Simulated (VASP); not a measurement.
Write the native input for VASP 6.6.1 that does the following.

```yaml
Task: single point
Functional: r2SCAN
Potentials_or_basis: VASP PAW PBE potentials, release 64 (In_d, Pd)
Cutoff: 550 eV
k_mesh: 8 × 8 × 8
Occupations: fermi-dirac, width 0.05 eV
Spin: no spin polarisation
Dipole_correction: no
Further_INCAR_settings: ALGO = Normal; EDIFF = 1e-06; NBANDS = 18
```

InPd:

```
In Pd
1.0
     3.26758    0.00000    0.00000
     0.00000    3.26758    0.00000
     0.00000    0.00000    3.26758
In Pd
1 1
Cartesian
  0.0000 0.0000 0.0000
  1.6338 1.6338 1.6338
```

One way to write it, as run:

POSCAR

```
InPd
1.0
    3.2675784536      0.0000000000      0.0000000000
    0.0000000000      3.2675784536      0.0000000000
    0.0000000000      0.0000000000      3.2675784536
In Pd
1 1
Direct
    0.0000000000      0.0000000000      0.0000000000
    0.5000000000      0.5000000000      0.5000000000
```

INCAR.step1

```
SYSTEM = InPd
ALGO     = Normal         ! electronic algorithm
EDIFF    = 1E-5           ! SCF threshold, eV
ENCUT    = 550            ! plane-wave cutoff, eV
GGA      = PE             ! functional
GGA_COMPAT= .FALSE.      
ISMEAR   = -1             ! smearing method
LASPH    = .TRUE.         ! aspherical terms in the spheres
LCHARG   = .FALSE.        ! write CHGCAR
LREAL    = .FALSE.        ! projectors in reciprocal space
LWAVE    = .TRUE.         ! write WAVECAR
NBANDS   = 18             ! bands
NELM     = 120            ! most SCF steps
PREC     = Accurate       ! precision mode
SIGMA    = 0.05           ! smearing width, eV
```

INCAR.step2

```
SYSTEM = InPd
ALGO     = Normal         ! electronic algorithm
EDIFF    = 1E-6           ! SCF threshold, eV
ENCUT    = 550            ! plane-wave cutoff, eV
GGA_COMPAT= .FALSE.      
ISIF     = 2              ! what is computed and relaxed
ISMEAR   = -1             ! smearing method
ISTART   = 1            
LASPH    = .TRUE.         ! aspherical terms in the spheres
LCHARG   = .FALSE.        ! write CHGCAR
LMIXTAU  = .TRUE.       
LREAL    = .FALSE.        ! projectors in reciprocal space
LWAVE    = .FALSE.        ! write WAVECAR
METAGGA  = R2SCAN         ! meta-GGA
NBANDS   = 18             ! bands
NELM     = 120            ! most SCF steps
PREC     = Accurate       ! precision mode
SIGMA    = 0.05           ! smearing width, eV
```

KPOINTS

```
k-points
0
G
  8 8 8
  0 0 0
```

Potentials or basis: VASP PAW PBE potentials, release 64 (In_d, Pd).

Command:

```sh
$ cat potpaw_PBE.64/In_d/POTCAR potpaw_PBE.64/Pd/POTCAR > POTCAR
$ cp INCAR.step1 INCAR
$ mpirun -np 1 vasp_std > vasp.out
$ cp INCAR.step2 INCAR
$ mpirun -np 1 vasp_std > vasp.out
```

It gave:

The pressure is 0.5 GPa.

Caveat: the PAW data sets were made with another functional, which shifts forces and pressure a little.

Run time: 2.3 min on 1 thread of Intel Xeon 8259CL (shared host), peak memory 0.18 GiB.
